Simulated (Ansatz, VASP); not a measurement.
# One calculation of Sn, two programs

```
Sn
1.0
     0.00000    3.22727    3.22727
     3.22727    0.00000    3.22727
     3.22727    3.22727    0.00000
Sn
2
Direct
  0.50000 0.50000 0.50000
  0.75000 0.75000 0.75000
```

Alike in both runs: task single point; functional RPBE; k mesh 13 × 13 × 13; occupations fermi-dirac, width 0.1 eV; no spin polarisation.

```csv
,VASP,Ansatz
version,VASP 6.6.1,Ansatz 0.2.0
potentials or method,"VASP PAW PBE potentials, release 64 (Sn_d), cutoff 520 eV","plane waves (420 eV) with PAW, scalar-relativistic"
valence electrons in the cell,28,28
```

```csv
,VASP,Ansatz,Ansatz less VASP
pressure (GPa),5.5,5.5,+0.04
```

VASP's potentials were made for PBE, not for RPBE. The functional is the same, so the differences come from potentials, cutoffs and numerics.
